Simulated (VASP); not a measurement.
## BN (rocksalt type): single point with LDA

BN (rocksalt type):

```
CELL_PARAMETERS angstrom
0.00000 1.69439 1.69439
1.69439 0.00000 1.69439
1.69439 1.69439 0.00000
ATOMIC_POSITIONS crystal
B 0.00000 0.00000 0.00000
N 0.50000 0.50000 0.50000
```

This cell differs from its parent crystal: volume scaled by 0.94.

| Item | Value |
| --- | --- |
| Program | VASP 6.6.1 |
| Task | single point |
| Functional | LDA |
| Potentials or basis | VASP PAW LDA potentials, release 64 (B, N) |
| Cutoff | 600 eV |
| k mesh | 15 × 15 × 15 |
| Occupations | fermi-dirac, width 0.05 eV |
| Spin | no spin polarisation |

```yaml
Pressure: 29.9 GPa
Band_gap_on_the_k_mesh: 2.12 eV, indirect (least direct gap 6.11 eV)
```

Levels at points of the mesh, in eV from the valence-band top:
| k point | band 2 | band 3 | band 4 | band 5 | band 6 | band 7 |
| --- | --- | --- | --- | --- | --- | --- |
| (0.00, 0.00, 0.00) | -0.97 | -0.97 | -0.97 | 11.46 | 12.81 | 12.81 |

Wall time 5.3 s on 1 thread of Intel(R) Xeon(R) 6975P-C (Granite Rapids) (shared host), peak memory 0.12 GiB.

 A k mesh can miss the band edges.
